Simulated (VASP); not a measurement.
Crystal: Y2Mo2C.

```
CELL_PARAMETERS angstrom
-2.03638 2.03638 5.34297
2.03638 -2.03638 5.34297
2.03638 2.03638 -5.34297
ATOMIC_POSITIONS crystal
Y 0.25000 0.75000 0.50000
Y 0.75000 0.25000 0.50000
Mo 0.62600 0.62600 0.00000
Mo 0.37400 0.37400 0.00000
C 0.00000 0.00000 0.00000
```

* Program: VASP 6.6.1
* Task: relaxation of cell and atoms
* Functional: PBE
* Potentials or basis: VASP PAW PBE potentials, release 64 (Y_sv, Mo_sv, C)
* Cutoff: 600 eV
* k mesh: 6 × 6 × 6
* Occupations: gaussian, width 0.1 eV
* Spin: no spin polarisation

At the start: pressure 24.2 GPa; volume 17.73 Å³/atom.

**Question.** Where does the relaxation end?

**Answer.** Over 28 steps the energy falls by 946.9 meV/atom and the volume is 24.14 Å³/atom (+36.2 %); space group I4/mmm (No. 139, to 0.1 Å) before and after.

The path:
```csv
step,energy change (eV),largest force (eV/Å),pressure (GPa),volume (Å³)
1,0.0000,7.4569,24.15,88.63
2,-4.6737,0.8002,-1.31,127.16
3,-4.6750,0.0815,-1.24,129.87
4,-4.6787,0.4989,-1.29,128.36
5,-4.6384,1.7053,2.02,124.74
6,-4.6884,0.0901,-0.34,127.20
7,-4.6913,0.0075,-0.17,126.18
8,-4.6926,0.0864,0.04,124.95
9,-4.6943,0.0382,0.17,124.62
10,-4.6992,0.1234,0.39,123.61
11,-4.7064,0.4604,0.99,121.57
12,-4.6928,1.1737,2.51,117.32
13,-4.7063,0.6828,1.39,120.47
14,-4.7064,0.6811,1.40,120.45
15,-4.7066,0.6822,1.40,120.42
16,-4.7072,0.6828,1.42,120.34
17,-4.7081,0.6839,1.44,120.18
18,-4.7099,0.6879,1.47,119.87
19,-4.7128,0.6967,1.54,119.24
20,-4.7152,0.7154,1.74,117.94
21,-4.7187,0.6222,1.55,118.04
22,-4.7266,0.3522,1.14,118.32
23,-4.7324,0.1401,0.32,118.87
24,-4.7325,0.1232,0.37,118.85
25,-4.7328,0.1178,0.37,118.93
26,-4.7336,0.0969,0.26,119.18
27,-4.7345,0.0585,0.12,119.68
28,-4.7346,0.0208,-0.16,120.68
```

Final structure:
```cif
data_structure
_symmetry_space_group_name_H-M 'P 1'
_symmetry_Int_Tables_number 1
_cell_length_a 6.8669
_cell_length_b 6.8669
_cell_length_c 6.8669
_cell_angle_alpha 142.221
_cell_angle_beta 142.221
_cell_angle_gamma 54.496
_cell_volume 120.68
loop_
_atom_site_label
_atom_site_type_symbol
_atom_site_fract_x
_atom_site_fract_y
_atom_site_fract_z
_atom_site_occupancy
Y1 Y 0.25000 0.75000 0.50000 1
Y2 Y 0.75000 0.25000 0.50000 1
Mo1 Mo 0.58490 0.58490 0.00000 1
Mo2 Mo 0.41510 0.41510 0.00000 1
C1 C 0.00000 0.00000 0.00000 1
```

Caveat: the volume moved by over 15 % at a fixed basis, so the end points are rough; atoms lie so close that the PAW spheres overlap strongly, which falsifies energies and pressures.
